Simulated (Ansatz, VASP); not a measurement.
Two plane-wave programs on NaF

```
CELL_PARAMETERS angstrom
0.00000 2.37357 2.37357
2.37357 0.00000 2.37357
2.37357 2.37357 0.00000
ATOMIC_POSITIONS crystal
Na 0.00000 0.00000 0.00000
F 0.50000 0.50000 0.50000
```

Alike in both runs: task single point; functional PBE; k mesh 8 × 8 × 8; no spin polarisation.

|  | VASP | Ansatz |
| --- | --- | --- |
| version | VASP 6.6.1 | Ansatz 0.2.0 |
| potentials or method | VASP PAW PBE potentials, release 64 (Na_pv, F) | plane waves, PAW |
| plane-wave cutoff (eV) | 520 | 420 |
| occupations | gaussian, width 0.01 eV | fixed |
| valence electrons in the cell | 14 | 16 |

VASP gave:

```
gap on the k mesh at the Fermi level (eV) : 5.92
pressure (GPa)                            : -1.4
```

What did Ansatz give for the same quantities?

gap on the k mesh at the Fermi level (eV): 5.94; pressure (GPa): -1.2.

VASP's potentials hold 14 valence electrons a cell and Ansatz's 16, so a difference there can come from the potentials and not from the codes.
